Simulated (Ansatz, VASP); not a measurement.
# One calculation of CaSe, two programs

The input INCAR:

```
ALGO = Normal
EDIFF = 1E-7
ENCUT = 520
GGA = PE
ISIF = 2
ISMEAR = 0
LASPH = T
LCHARG = F
LREAL = F
LWAVE = F
NBANDS = 15
NELM = 80
PREC = Accurate
SIGMA = 0.05
```

Contents of KPOINTS:

```
k-points
0
Gamma
  6 6 6
```

The input POSCAR:

```
CaSe
1.0
    0.0000000000      3.3000000000      3.4320000000
    3.3000000000      0.0000000000      3.4320000000
    3.3000000000      3.3000000000      0.0000000000
Ca Se
1 1
Direct
    0.0000000000      0.0000000000      0.0000000000
    0.7500000000      0.7500000000      0.7500000000
```

Input for Ansatz:

```yaml
crystal:
  lattice:
    - [0.0, 3.3, 3.432]
    - [3.3, 0.0, 3.432]
    - [3.3, 3.3, 0.0]
  atoms:
    - { symbol: Ca, position: [0.0, 0.0, 0.0] }
    - { symbol: Se, position: [0.75, 0.75, 0.75] }
basis:
  ecutwfc: 420
kpoints:
  mp_grid: { grid: [6, 6, 6] }
hamiltonian:
  xc: pbe
scf:
  occupations: { method: gaussian, width: 0.05 }
output:
  forces: true
  stress: true
  eigenvalues: true
```

Change from the starting cell: strain +0.000 along x and y, +0.040 along z, atoms carried along.

Alike in both runs: task single point; functional PBE; k mesh 6 × 6 × 6; occupations gaussian, width 0.05 eV; no spin polarisation.

```csv
,VASP,Ansatz
version,VASP 6.6.1,Ansatz 0.2.0
potentials or method,"VASP PAW PBE potentials, release 64 (Ca_sv, Se), cutoff 520 eV","scalar-relativistic, plane waves, PAW"
valence electrons in the cell,16,26
```

Ansatz gave:

* gap on the k mesh at the Fermi level (eV): 2.97
* least direct gap on the mesh (eV): 3.08
* pressure (GPa): -1.4
* traceless stress, the component that is largest in VASP (GPa): -0.24

Task: Which values does VASP return?

Result: gap on the k mesh at the Fermi level (eV): 2.97; least direct gap on the mesh (eV): 3.08; pressure (GPa): -1.3; traceless stress, the component that is largest in VASP (GPa): -0.23.

VASP's potentials hold 16 valence electrons a cell and Ansatz's 26, so a difference there can come from the potentials and not from the codes.
